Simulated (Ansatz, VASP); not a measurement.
**Ag in VASP and in Ansatz**

```
CELL_PARAMETERS angstrom
-1.65565 1.65565 1.65565
1.65565 -1.65565 1.65565
1.65565 1.65565 -1.65565
ATOMIC_POSITIONS crystal
Ag 0.00000 0.00000 0.00000
```

Alike in both runs: task relaxation of cell and atoms; functional revPBE; k mesh 11 × 11 × 11; occupations fermi-dirac, width 0.05 eV; no spin polarisation.

```csv
,VASP,Ansatz
version,VASP 6.6.1,Ansatz 0.2.0
potentials or method,"VASP PAW PBE potentials, release 64 (Ag)",Ansatz PAW
plane-wave cutoff (eV),600,420
valence electrons in the cell,11,19
```

```tsv
	VASP	Ansatz	Ansatz less VASP
gap on the k mesh at the Fermi level, each at its own relaxed structure (eV)	none	none	-
relaxed volume (Å³/atom)	18.55	18.58	+0.031
relaxed cell length with the largest relative difference (Å)	2.888	2.890	+0.0016
```

VASP's potentials were made for PBE, not for revPBE. A gap of «none» marks a metal or a gap that the smearing closes. VASP's potentials hold 11 valence electrons a cell and Ansatz's 19, so a difference there can come from the potentials and not from the codes.

Noted on Ansatz's run: the plane-wave basis is chosen anew once the cell has moved, so the energies of steps on either side of that aren't comparable.
